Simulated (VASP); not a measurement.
# BiAs (Pm-3m) in VASP: single point with PBE

Aim: the single point of BiAs with PBE.

All numbers are computed with VASP 6.6.1; they aren't measurements. Logs are shortened: lines on timing, memory, paths and dates and some standing lists are left out, and cuts for length are marked.

## 1. The cell of the first run

Symmetry: Pm-3m, No. 221, cubic system. Conventional cell: a = 3.687 Å, b = 3.687 Å, c = 3.687 Å, α = 90.00°, β = 90.00°, γ = 90.00°. Bi (site symmetry m-3m) has 8 As at 3.19 Å and 6 Bi at 3.69 Å within 4.2 Å. Within 4.2 Å of As (site symmetry m-3m) lie 8 Bi at 3.19 Å and 6 As at 3.69 Å.

## 2. Single point, PBE

Input file INCAR:

```
PREC = Accurate ; ENCUT = 520
EDIFF = 1E-7 ; ISMEAR = 0
SIGMA = 0.05 ; LREAL = F
LASPH = T ; NELM = 100
ALGO = Normal ; ISIF = 2
LWAVE = F ; LCHARG = F
GGA = PE ; NBANDS = 17
```

Input file KPOINTS:

```
regular mesh
0
Gamma
  6 6 6
```

Input file POSCAR:

```
BiAs
1.0
    3.6867205566      0.0000000000      0.0000000000
    0.0000000000      3.6867205566      0.0000000000
    0.0000000000      0.0000000000      3.6867205566
Bi As
1 1
Direct
    0.0000000000      0.0000000000      0.0000000000
    0.5000000000      0.5000000000      0.5000000000
```

Potentials or basis: VASP PAW PBE potentials, release 64 (Bi_d, As).

Launch:

```sh
$ cat potpaw_PBE.64/Bi_d/POTCAR potpaw_PBE.64/As/POTCAR > POTCAR
$ mpirun -np 1 vasp_std > vasp.out
```

OUTCAR:

```text
PREC = Accurate
   ENCUT = 520
   EDIFF = 1E-7
   ISMEAR = 0
   LREAL = F
   LASPH = T
   NELM = 100
   ISIF = 2
   GGA = PE

 ion  position               nearest neighbor table
   1  0.000  0.000  0.000-   2 3.19   2 3.19   2 3.19   2 3.19   2 3.19   2 3.19   2 3.19   2 3.19

   2  0.500  0.500  0.500-   1 3.19   1 3.19   1 3.19   1 3.19   1 3.19   1 3.19   1 3.19   1 3.19

  LATTYP: Found a simple cubic cell.
 ALAT       =     3.6867205566

  Lattice vectors:

 A1 = (   3.6867205566,   0.0000000000,   0.0000000000)
 A2 = (   0.0000000000,   3.6867205566,   0.0000000000)
 A3 = (   0.0000000000,   0.0000000000,   3.6867205566)

Analysis of symmetry for initial positions (statically):
=====================================================================
 Subroutine PRICEL returns:
 Original cell was already a primitive cell.

 Routine SETGRP: Setting up the symmetry group for a
 simple cubic supercell.

 Subroutine GETGRP returns: Found 48 space group operations
 (whereof 48 operations were pure point group operations)
 out of a pool of 48 trial point group operations.

The static configuration has the point symmetry O_h .

Analysis of symmetry for dynamics (positions and initial velocities):
=====================================================================
 Subroutine PRICEL returns:
 Original cell was already a primitive cell.

 Routine SETGRP: Setting up the symmetry group for a
 simple cubic supercell.

 Subroutine GETGRP returns: Found 48 space group operations
 (whereof 48 operations were pure point group operations)
 out of a pool of 48 trial point group operations.

The dynamic configuration has the point symmetry O_h .

 Subroutine INISYM returns: Found 48 space group operations
 (whereof 48 operations are pure point group operations),
 and found     1 'primitive' translations

----------------------------------------------------------------------------------------

                                     Primitive cell

  volume of cell :      50.1096

  direct lattice vectors                    reciprocal lattice vectors
     3.686720557  0.000000000  0.000000000     0.271243775  0.000000000  0.000000000
     0.000000000  3.686720557  0.000000000     0.000000000  0.271243775  0.000000000
     0.000000000  0.000000000  3.686720557     0.000000000  0.000000000  0.271243775

  length of vectors
[... 73 lines left out ...]
   LSORBIT =      F    spin-orbit coupling
   LASPH  =      T    aspherical Exc in radial PAW
   ENCUT  =  520.0 eV  38.22 Ry    6.18 a.u.   6.85  6.85  6.85*2*pi/ulx,y,z
   NELM   =    100;   NELMIN=  2; NELMDL= -5     # of ELM steps
   EDIFF  = 0.1E-06   stopping-criterion for ELM
   LREAL  =      F    real-space projection
   EDIFFG = 0.1E-05   stopping-criterion for IOM
   NSW    =      0    number of steps for IOM
   IBRION =     -1    ionic relax: 0-MD 1-quasi-New 2-CG
   NFREE  =      0    steps in history (QN), initial steepest desc. (CG)
   ISIF   =      2    stress and relaxation
   ISYM   =      2    0-nonsym 1-usesym 2-fastsym
   POTIM  = 0.5000    time-step for ionic-motion
   TEBEG  =    0.0;   TEEND  =   0.0 temperature during run
   PSTRESS=    0.0 pullay stress
   NELECT =      20.0000    total number of electrons
   NUPDOWN=      -1.0000    fix difference up-down
   EMIN   =  10.00;   EMAX   =-10.00  energy-range for DOS
   EFERMI =   0.00;   METHOD = LEGACY
   ISMEAR =     0;   SIGMA  =   0.05  broadening in eV -4-tet -1-fermi 0-gaus
   EFERMI_NEDOS =   21; number of points for ismear=-14 and -15
   IALGO  =     38    algorithm
   IMIX   =      4    mixing-type and parameters
     AMIX     =   0.40;   BMIX     =  1.00
     AMIX_MAG =   1.60;   BMIX_MAG =  1.00
  volume/ion in A,a.u.               =      25.05       169.08
  Fermi-wavevector in a.u.,A,eV,Ry     =   1.205345  2.277771 19.767305  1.452856
  Thomas-Fermi vector in A             =   2.341044
   LORBIT       =      0    0 simple, 1 ext, 2 COOP (PROOUT), +10 PAW based schemes
   GGA     = PE    functional components
   LHFCALC =     F    Hartree Fock is set to
   AEXX    =    0.0000 exact exchange contribution
   IVDW    =     0    specifies the selected vdW correction
   LEPSILON=     F    determine dielectric tensor
   LRPA    =     F    only Hartree local field effects (RPA)
 non-spin polarized calculation
 Gauss-broadening in eV      SIGMA  =   0.05
  energy-cutoff  :      520.00
  volume of cell :       50.11
 maximum number of plane-waves:      1376
 NGX is ok and might be reduce to    28
   NGX = 13   NGY = 13   NGZ = 13

 number of electron      20.0000003 magnetization

 Free energy of the ion-electron system (eV)
  ---------------------------------------------------
  ext. energy  EPLUGINS =         0.00000000
  ---------------------------------------------------
  free energy    TOTEN  =        -8.03691931 eV

  energy without entropy =       -8.03383589  energy(sigma->0) =       -8.03537760

 E-fermi :   7.3051     XC(G=0): -10.4910

 val. band max:        7.2554787098   @ k =   0.5000   0.1667   0.1667
 cond. band min:       7.3291526840   @ k =   0.5000   0.3333   0.1667
 fundamental gap:      0.0736739742
 Fermi energy:         7.3050889028

 k-point     1 :       0.0000    0.0000    0.0000
  band No.  band energies     occupation
      1     -15.9070      2.00000
      2     -15.9070      2.00000
      3     -15.8096      2.00000
      4     -15.8096      2.00000
      5     -15.8096      2.00000
      6      -6.7294      2.00000
[... 377 lines left out ...]
      4     -15.7743      2.00000
      5     -15.7743      2.00000
      6      -2.2258      2.00000
[... 9 lines left out ...]
     16      22.1929      0.00000
     17      24.3007      0.00000

------------------------ aborting loop because EDIFF is reached ----------------------------------------

  FORCE on cell =-STRESS in cart. coord.  units (eV):
  Direction    XX          YY          ZZ          XY          YZ          ZX
  --------------------------------------------------------------------------------------
  -------------------------------------------------------------------------------------
  Total        0.1708437      0.1708437      0.1708437      0.0000000     -0.0000000      0.0000000
  in kB        5.4624688      5.4624688      5.4624688      0.0000000     -0.0000000      0.0000000
  external PRESSURE =       5.4624688 kB  Pullay stress =       0.0000000 kB

 VOLUME and BASIS-vectors are now :
 -----------------------------------------------------------------------------
  energy-cutoff  :      520.00
  volume of cell :       50.11
      direct lattice vectors                 reciprocal lattice vectors
     3.686720557  0.000000000  0.000000000     0.271243775  0.000000000  0.000000000
     0.000000000  3.686720557  0.000000000     0.000000000  0.271243775  0.000000000
     0.000000000  0.000000000  3.686720557     0.000000000  0.000000000  0.271243775

 POSITION                                       TOTAL-FORCE (eV/Angst)
 -----------------------------------------------------------------------------------
      0.00000      0.00000      0.00000         0.000000      0.000000      0.000000
      1.84336      1.84336      1.84336         0.000000      0.000000      0.000000
 -----------------------------------------------------------------------------------
    total drift:                               -0.000000      0.000000     -0.000000

  FREE ENERGIE OF THE ION-ELECTRON SYSTEM (eV)
  ---------------------------------------------------
  free  energy   TOTEN  =        -8.0369193143 eV

  energy  without entropy=       -8.0338358945  energy(sigma->0) =       -8.03537760
```

OSZICAR:

```text
N       E                     dE             d eps       ncg     rms          rms(c)
DAV:   1     0.145427250777E+03    0.14543E+03   -0.10057E+04   680   0.126E+03
DAV:   2     0.201346454803E+01   -0.14341E+03   -0.14002E+03   728   0.334E+02
DAV:   3    -0.796267502467E+01   -0.99761E+01   -0.97606E+01   866   0.866E+01
DAV:   4    -0.818051201725E+01   -0.21784E+00   -0.21718E+00   851   0.135E+01
DAV:   5    -0.818755815049E+01   -0.70461E-02   -0.70459E-02   970   0.234E+00    0.215E+00
DAV:   6    -0.803819923383E+01    0.14936E+00   -0.64275E-01   951   0.449E+00    0.105E+00
DAV:   7    -0.803784256940E+01    0.35666E-03   -0.36318E-02   771   0.111E+00    0.606E-01
DAV:   8    -0.803735442892E+01    0.48814E-03   -0.11310E-02   819   0.647E-01    0.127E-01
DAV:   9    -0.803689646732E+01    0.45796E-03   -0.19100E-03   936   0.255E-01    0.545E-02
DAV:  10    -0.803698325020E+01   -0.86783E-04   -0.75318E-04   897   0.147E-01    0.392E-02
DAV:  11    -0.803691884334E+01    0.64407E-04   -0.27032E-04   881   0.101E-01    0.922E-03
DAV:  12    -0.803691929220E+01   -0.44886E-06   -0.13706E-05   769   0.175E-02    0.442E-03
DAV:  13    -0.803691931427E+01   -0.22069E-07   -0.24304E-07   833   0.294E-03
   1 F= -.80369193E+01 E0= -.80353776E+01  d E =-.308342E-02
```

It took 18 s on 1 thread of Intel Xeon Platinum 8259CL at 2.50GHz (Skylake/Cascade Lake), shared host; peak memory 0.16 GiB.

Results:

| Quantity | Value |
| --- | --- |
| Free energy | -8.0369 eV |
| Pressure | 0.5 GPa |
| Band gap on the k mesh | zero (band 10 reaches 8.09 eV, above the bottom of band 11 at 4.77 eV) |

Caveat: spin-orbit coupling is left out, which moves the levels of the heavy elements.
